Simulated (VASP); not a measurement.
A run of VASP 6.6.1 is set up as follows.

INCAR

```
SYSTEM = ZrB
PREC = Accurate
ENCUT = 500
EDIFF = 1E-6
ISMEAR = 0
SIGMA = 0.014
LREAL = .False.
LASPH = .True.
NELM = 120
ALGO = Normal
ISIF = 2
LWAVE = .False.
LCHARG = .False.
GGA = PE
NBANDS = 14
GGA_COMPAT = .False.
```

The input KPOINTS:

```
Automatic mesh
0
Gamma
  10 10 10
  0 0 0
```

Contents of POSCAR:

```
ZrB
1.0
    0.0000000000      2.3250000000      2.3250000000
    2.3250000000      0.0000000000      2.3250000000
    2.3250000000      2.3250000000      0.0000000000
Zr B
1 1
Direct
    0.0000000000      0.0000000000      0.0000000000
    0.5000000000      0.5000000000      0.5000000000
```

Potentials or basis: VASP PAW PBE potentials, release 64 (Zr_sv, B).

Launch:

```console
$ cat potpaw_PBE.64/Zr_sv/POTCAR potpaw_PBE.64/B/POTCAR > POTCAR
$ mpirun -np 1 vasp_std > vasp.out
```

Task: Estimate the pressure.

Result: 34.6 GPa.
